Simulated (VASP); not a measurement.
# Sb: single point with PBE

Crystal: Sb.

```
Sb
1.0
    -1.46515    1.51475    2.48000
     1.51475   -1.46515    2.48000
     1.49525    1.49525   -2.44990
Sb
1
Direct
  0.00000 0.00000 0.00000
```

This cell differs from its parent crystal: equal xy, yz and zx shear strains of +2 %.

| Property | Result |
| --- | --- |
| Program | VASP 6.6.1 |
| Task | single point |
| Functional | PBE |
| Potentials or basis | VASP PAW PBE potentials, release 64 (Sb) |
| Cutoff | 520 eV |
| k mesh | 19 × 19 × 19 |
| Occupations | fermi-dirac, width 0.05 eV |
| Spin | no spin polarisation |
| Dipole correction | no |
| Further INCAR settings | ALGO = Normal; EDIFF = 1e-06; NBANDS = 8 |

* Pressure: 19.3 GPa
* Band gap on the k mesh: zero (an odd number of electrons rules out a gap without spin polarisation)

Stress tensor (GPa, compression positive):
```
19.88  0.76  0.08
 0.76 19.88  0.08
 0.08  0.08 18.21
```

Levels at points of the mesh, in eV from the Fermi level:
```
           k point  band 1  band 2  band 3  band 4  band 5  band 6
(0.00, 0.00, 0.00)  -14.54    6.35    6.69    6.94    9.99   10.46
```

It took 56 s on 1 thread of Intel(R) Xeon(R) 6975P-C (Granite Rapids), with other jobs on the host, peak memory 0.41 GiB.

Caveat: the cell differs from its parent crystal (equal xy, yz and zx shear strains of +2 %); the cell stands under pressure; spin-orbit coupling is left out, which moves the levels of the heavy elements; an odd number of electrons without spin polarisation forces a metal; a magnetic or distorted state may lie lower.
